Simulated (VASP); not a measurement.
Ru, 3 atoms in the cell. Symmetry: P6/mmm, No. 191, hexagonal system. The conventional cell has a = 4.108 Å, b = 4.108 Å, c = 2.578 Å, α = 90.00°, β = 90.00°, γ = 120.00°. Ru (site symmetry 6/mmm) has 14 Ru at 2.58 to 2.70 Å within 3.4 Å. Within 3.1 Å of Ru (site symmetry -6m2) lie 11 Ru at 2.37 to 2.70 Å.  This cell differs from its parent crystal: volume scaled by 0.92.

```yaml
Program: VASP 6.6.1
Task: single point
Functional: PBEsol
Potentials_or_basis: VASP PAW PBE potentials, release 64 (Ru_pv)
Cutoff: 520 eV
k_mesh: 10 × 10 × 13
Occupations: fermi-dirac, width 0.1 eV
Spin: no spin polarisation
Dipole_correction: no
Further_INCAR_settings: ALGO = Normal; EDIFF = 1e-07; NBANDS = 28
```

Potentials or basis: VASP PAW PBE potentials, release 64 (Ru_pv).

The run is started by

```console
$ cat potpaw_PBE.64/Ru_pv/POTCAR > POTCAR
$ mpirun -np 1 vasp_std > vasp.out
```

Hardware: 1 thread of Intel(R) Xeon(R) 6975P-C (Granite Rapids), with other jobs on the host.

Question: Estimate the wall time of this run.

Answer: It took 35 s on 1 thread of Intel(R) Xeon(R) 6975P-C (Granite Rapids), with other jobs on the host, peak memory 0.2 GiB. Counts: scf iterations 14, k points 98.
